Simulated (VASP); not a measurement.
# BN (I4/mmm) in VASP: single point with HSE06

Aim: the single point of BN with HSE06.

Program: VASP 6.6.1. These are calculated values, not measurements. Logs are shortened: lines on timing, memory, paths and dates and some standing lists are left out, and cuts for length are marked.

### Step 1. The cell of the first run

The structure is tetragonal, space group I4/mmm (No. 139). The conventional cell has a = 2.469 Å, b = 2.469 Å, c = 3.445 Å, α = 90.00°, β = 90.00°, γ = 90.00°. B (site symmetry 4/mmm) has 6 N at 1.72 to 1.75 Å within 2.3 Å. Within 2.3 Å of N (site symmetry 4/mmm) lie 6 B at 1.72 to 1.75 Å.

### Step 2. Single point, HSE06 (uniaxial x strain -1.4%)

Input file POSCAR:

```
BN
1.0
    0.0000000000      1.7458259346      1.7458259346
    1.7222572845      0.0000000000      1.7458259346
    1.7222572845      1.7458259346      0.0000000000
B N
1 1
Direct
    0.0000000000      0.0000000000      0.0000000000
    0.5000000000      0.5000000000      0.5000000000
```

Input file INCAR.step1:

```
ALGO = Normal
EDIFF = 1E-5
ENCUT = 520
GGA = PE
ISIF = 2
ISMEAR = 0
LASPH = True
LREAL = False
LWAVE = True
NBANDS = 11
NELM = 60
PREC = Accurate
SIGMA = 0.01
```

Input file INCAR.step2:

```
ALGO = Normal
EDIFF = 1E-6
ENCUT = 520
GGA = PE
HFSCREEN = 0.2079
ISIF = 2
ISMEAR = 0
ISTART = 1
LASPH = True
LCHARG = True
LELF = True
LHFCALC = True
LREAL = False
LVHAR = True
LWAVE = False
NBANDS = 11
NELM = 60
PREC = Accurate
PRECFOCK = Normal
SIGMA = 0.01
```

Input file KPOINTS:

```
k-points
0
Gamma
  8 8 8
```

Potentials or basis: VASP PAW PBE potentials, release 64 (B, N).

Started as:

```console
$ cat potpaw_PBE.64/B/POTCAR potpaw_PBE.64/N/POTCAR > POTCAR
$ cp INCAR.step1 INCAR
$ mpirun -np 1 vasp_std > vasp.out
$ cp INCAR.step2 INCAR
$ mpirun -np 1 vasp_std > vasp.out
```

OUTCAR:

```text
EDIFF = 1E-6
   ENCUT = 520
   GGA = PE
   HFSCREEN = 0.2079
   ISIF = 2
   ISMEAR = 0
   ISTART = 1
   LASPH = True
   LHFCALC = True
   LREAL = False
   NELM = 60
   PREC = Accurate
   PRECFOCK = Normal

 ion  position               nearest neighbor table
   1  0.000  0.000  0.000-   2 1.72   2 1.72   2 1.75   2 1.75   2 1.75   2 1.75
   2  0.500  0.500  0.500-   1 1.72   1 1.72   1 1.75   1 1.75   1 1.75   1 1.75

  LATTYP: Found a body centered tetragonal cell.
 ALAT       =     2.4689707143
 C/A-ratio  =     1.3951216793

  Lattice vectors:

 A1 = (  -1.7222572845,   0.0000000000,  -1.7458259346)
 A2 = (  -1.7222572845,   0.0000000000,   1.7458259346)
 A3 = (   1.7222572845,   1.7458259346,   0.0000000000)

Analysis of symmetry for initial positions (statically):
=====================================================================
 Subroutine PRICEL returns:
 Original cell was already a primitive cell.

 Routine SETGRP: Setting up the symmetry group for a
 body centered tetragonal supercell.

 Subroutine GETGRP returns: Found 16 space group operations
 (whereof 16 operations were pure point group operations)
 out of a pool of 16 trial point group operations.

The static configuration has the point symmetry D_4h.

Analysis of symmetry for dynamics (positions and initial velocities):
=====================================================================
 Subroutine PRICEL returns:
 Original cell was already a primitive cell.

 Routine SETGRP: Setting up the symmetry group for a
 body centered tetragonal supercell.

 Subroutine GETGRP returns: Found 16 space group operations
 (whereof 16 operations were pure point group operations)
 out of a pool of 16 trial point group operations.

The dynamic configuration has the point symmetry D_4h.

 Subroutine INISYM returns: Found 16 space group operations
 (whereof 16 operations are pure point group operations),
 and found     1 'primitive' translations

----------------------------------------------------------------------------------------

                                     Primitive cell

  volume of cell :      10.4986

  direct lattice vectors                    reciprocal lattice vectors
     0.000000000  1.745825935  1.745825935    -0.290316670  0.286397395  0.286397395
     1.722257284  0.000000000  1.745825935     0.290316670 -0.286397395  0.286397395
     1.722257284  1.745825935  0.000000000     0.290316670  0.286397395 -0.286397395

  length of vectors
     2.468970714  2.452361790  2.452361790     0.498327909  0.498327909  0.498327909

  position of ions in fractional coordinates (direct lattice)
     0.000000000  0.000000000  0.000000000
     0.500000000  0.500000000  0.500000000

  ion indices of the primitive-cell ions
   primitive index   ion index
                 1           1
                 2           2

----------------------------------------------------------------------------------------

 KPOINTS: k-points

Automatic generation of k-mesh.
 Grid dimensions read from file:
 generate k-points for:    8    8    8

 Generating k-lattice:

  Cartesian coordinates                     Fractional coordinates (reciprocal lattice)
    -0.036289584  0.035799674  0.035799674     0.125000000  0.000000000  0.000000000
     0.036289584 -0.035799674  0.035799674     0.000000000  0.125000000  0.000000000
     0.036289584  0.035799674 -0.035799674     0.000000000  0.000000000  0.125000000

  Length of vectors
     0.062290989  0.062290989  0.062290989

  Shift w.r.t. Gamma in fractional coordinates (k-lattice)
     0.000000000  0.000000000  0.000000000

 Subroutine IBZKPT returns following result:
 ===========================================

 Found     59 irreducible k-points:

 Following reciprocal coordinates:
            Coordinates               Weight
  0.000000  0.000000  0.000000      1.000000
  0.125000  0.000000  0.000000      8.000000
  0.250000  0.000000  0.000000      8.000000
  0.375000 -0.000000 -0.000000      8.000000
  0.500000  0.000000  0.000000      4.000000
  0.125000  0.125000  0.000000      4.000000
[... 16 lines left out ...]
  0.250000  0.125000  0.125000      4.000000
  0.375000  0.125000  0.125000      8.000000
 [... further k-points ...]
   k-points           NKPTS =     59   k-points in BZ     NKDIM =    512   number of bands    NBANDS=     11
   number of dos      NEDOS =    301   number of ions     NIONS =      2
   total plane-waves  NPLWV =   5832
   dimension x,y,z NGX =    18 NGY =   18 NGZ =   18
   dimension x,y,z NGXF=    36 NGYF=   36 NGZF=   36
   ions per type =               1   1
   NGX,Y,Z   is equivalent  to a cutoff of  12.12, 12.20, 12.20 a.u.
   NGXF,Y,Z  is equivalent  to a cutoff of  24.24, 24.40, 24.40 a.u.
 SYSTEM =  unknown system
   PREC   = accura    normal or accurate (medium, high low for compatibility)
   ISTART =      1    job   : 0-new  1-cont  2-samecut
   ICHARG =      0    charge: 1-file 2-atom 10-const
   ISPIN  =      1    spin polarized calculation?
   LNONCOLLINEAR =      F non collinear calculations
   LSORBIT =      F    spin-orbit coupling
   LASPH  =      T    aspherical Exc in radial PAW
   ENCUT  =  520.0 eV  38.22 Ry    6.18 a.u.   4.59  4.56  4.56*2*pi/ulx,y,z
   NELM   =     60;   NELMIN=  2; NELMDL=  0     # of ELM steps
   EDIFF  = 0.1E-05   stopping-criterion for ELM
   LREAL  =      F    real-space projection
   EDIFFG = 0.1E-04   stopping-criterion for IOM
   NSW    =      0    number of steps for IOM
   IBRION =     -1    ionic relax: 0-MD 1-quasi-New 2-CG
   NFREE  =      0    steps in history (QN), initial steepest desc. (CG)
   ISIF   =      2    stress and relaxation
   ISYM   =      3    0-nonsym 1-usesym 2-fastsym
   POTIM  = 0.5000    time-step for ionic-motion
   TEBEG  =    0.0;   TEEND  =   0.0 temperature during run
   PSTRESS=    0.0 pullay stress
   NELECT =       8.0000    total number of electrons
   NUPDOWN=      -1.0000    fix difference up-down
   EMIN   =  10.00;   EMAX   =-10.00  energy-range for DOS
   EFERMI =   0.00;   METHOD = LEGACY
   ISMEAR =     0;   SIGMA  =   0.01  broadening in eV -4-tet -1-fermi 0-gaus
   EFERMI_NEDOS =   21; number of points for ismear=-14 and -15
   IALGO  =     38    algorithm
   IMIX   =      1    mixing-type and parameters
     AMIX     =   0.40;   BMIX     =  1.00
     AMIX_MAG =   1.60;   BMIX_MAG =  1.00
  volume/ion in A,a.u.               =       5.25        35.42
  Fermi-wavevector in a.u.,A,eV,Ry     =   1.495300  2.825706 30.421547  2.235921
  Thomas-Fermi vector in A             =   2.607462
   LORBIT       =      0    0 simple, 1 ext, 2 COOP (PROOUT), +10 PAW based schemes
   GGA     = PE    functional components
   LHFCALC =     T    Hartree Fock is set to
   PRECFOCK=normal    Normal, Fast or Accurate (Low or Medium for compatibility)
   ENCUT4O =  -1.0   cutoff for four orbital integrals eV
   NKREDX  =     1    reduce k-point grid by
   NKREDY  =     1    reduce k-point grid by
   NKREDZ  =     1    reduce k-point grid by
   AEXX    =    0.2500 exact exchange contribution
   HFSCREEN=    0.2079 screening length (either q_TF or 0.3 A-1)
   HFSCREENC=   0.2079 screening length for correlation (either q_TF or 0.3 A-1)
   ENCUTFOCK=  -1.0 apply spherical cutoff to Coloumb kernel
   IVDW    =     0    specifies the selected vdW correction
   LEPSILON=     F    determine dielectric tensor
   LRPA    =     F    only Hartree local field effects (RPA)
 non-spin polarized calculation
 Gauss-broadening in eV      SIGMA  =   0.01
  energy-cutoff  :      520.00
  volume of cell :       10.50
 maximum number of plane-waves:       295
  NGX = 14; NGY = 14; NGZ = 14

 number of electron       7.9999997 magnetization

 Free energy of the ion-electron system (eV)
  ---------------------------------------------------
  ext. energy  EPLUGINS =         0.00000000
  ---------------------------------------------------
  free energy    TOTEN  =       -16.58652114 eV

  energy without entropy =      -16.58652114  energy(sigma->0) =      -16.58652114

 E-fermi :   9.9777     XC(G=0): -11.2472

 val. band max:        9.8912419180   @ k =  -0.2500   0.1250   0.0000
 cond. band min:      12.0990543955   @ k =   0.0000   0.5000   0.5000
 fundamental gap:      2.2078124775
 Fermi energy:         9.9777264027

 k-point     1 :       0.0000    0.0000    0.0000
  band No.  band energies     occupation
      1     -14.8581      2.00000
      2       8.7260      2.00000
      3       9.0799      2.00000
      4       9.0799      2.00000
      5      21.1992      0.00000
      6      23.9939      0.00000
      7      23.9939      0.00000
      8      24.7899      0.00000
      9      30.0597      0.00000
     10      30.0597      0.00000
     11      30.2806      0.00000

 k-point     2 :       0.1250    0.0000    0.0000
  band No.  band energies     occupation
      1     -14.3805      2.00000
      2       6.9882      2.00000
      3       8.8619      2.00000
      4       9.0376      2.00000
      5      21.4536      0.00000
      6      22.4354      0.00000
      7      22.8610      0.00000
      8      24.1611      0.00000
      9      29.2975      0.00000
     10      31.2503      0.00000
     11      31.3501      0.00000

 k-point     3 :       0.2500    0.0000    0.0000
  band No.  band energies     occupation
      1     -12.9782      2.00000
      2       2.8067      2.00000
      3       8.9396      2.00000
      4       9.0142      2.00000
      5      19.6146      0.00000
      6      19.8700      0.00000
      7      20.5290      0.00000
      8      25.0535      0.00000
      9      30.1284      0.00000
     10      34.4841      0.00000
     11      34.4865      0.00000
[... 267 lines left out ...]
 k-point    23 :       0.2500    0.1250    0.1250
  band No.  band energies     occupation
      1     -13.6008      2.00000
      2       5.6964      2.00000
      3       6.5608      2.00000
      4       9.8650      2.00000
      5      19.5578      0.00000
      6      20.5897      0.00000
      7      23.3296      0.00000
      8      24.4972      0.00000
      9      28.8831      0.00000
     10      31.6553      0.00000
     11      35.5427      0.00000

 k-point    24 :       0.3750    0.1250    0.1250
  band No.  band energies     occupation
      1     -11.9287      2.00000
      2       1.6929      2.00000
      3       5.9107      2.00000
      4       9.8603      2.00000
      5      17.5495      0.00000
      6      18.6903      0.00000
      7      22.5392      0.00000
      8      25.6422      0.00000
      9      30.3277      0.00000
     10      34.3693      0.00000
     11      39.9499      0.00000

 [... further k-points ...]
[... 5 lines left out ...]
  --------------------------------------------------------------------------------------
  -------------------------------------------------------------------------------------
  Total       -0.0169126     -0.2370805     -0.2370805      0.0000000      0.0000000     -0.0000000
  in kB       -2.5810180    -36.1806618    -36.1806618      0.0000000      0.0000000     -0.0000000
  external PRESSURE =     -24.9807805 kB  Pullay stress =       0.0000000 kB

 VOLUME and BASIS-vectors are now :
 -----------------------------------------------------------------------------
  energy-cutoff  :      520.00
  volume of cell :       10.50
      direct lattice vectors                 reciprocal lattice vectors
     0.000000000  1.745825935  1.745825935    -0.290316670  0.286397395  0.286397395
     1.722257284  0.000000000  1.745825935     0.290316670 -0.286397395  0.286397395
     1.722257284  1.745825935  0.000000000     0.290316670  0.286397395 -0.286397395

 POSITION                                       TOTAL-FORCE (eV/Angst)
 -----------------------------------------------------------------------------------
      0.00000      0.00000      0.00000        -0.000000      0.000000      0.000000
      1.72226      1.74583      1.74583         0.000000      0.000000      0.000000
 -----------------------------------------------------------------------------------
    total drift:                                0.000005     -0.000000      0.000000

  FREE ENERGIE OF THE ION-ELECTRON SYSTEM (eV)
  ---------------------------------------------------
  free  energy   TOTEN  =       -16.5865211406 eV

  energy  without entropy=      -16.5865211406  energy(sigma->0) =      -16.58652114
```

Wall time 47 min (1 thread of AMD EPYC 7R13, shared host); peak memory 0.2 GiB.

What came out:

| Item | Value |
| --- | --- |
| Free energy | -16.5865 eV |
| Pressure | -2.5 GPa |
| Band gap on the k mesh | 2.21 eV (least direct gap 7.13 eV) |

Caveat: the cell differs from its parent crystal (uniaxial x strain -1.4%); the structure was generated, so it needn't be the stable form of BN; the PAW data sets were made with another functional, which shifts forces and pressure a little.
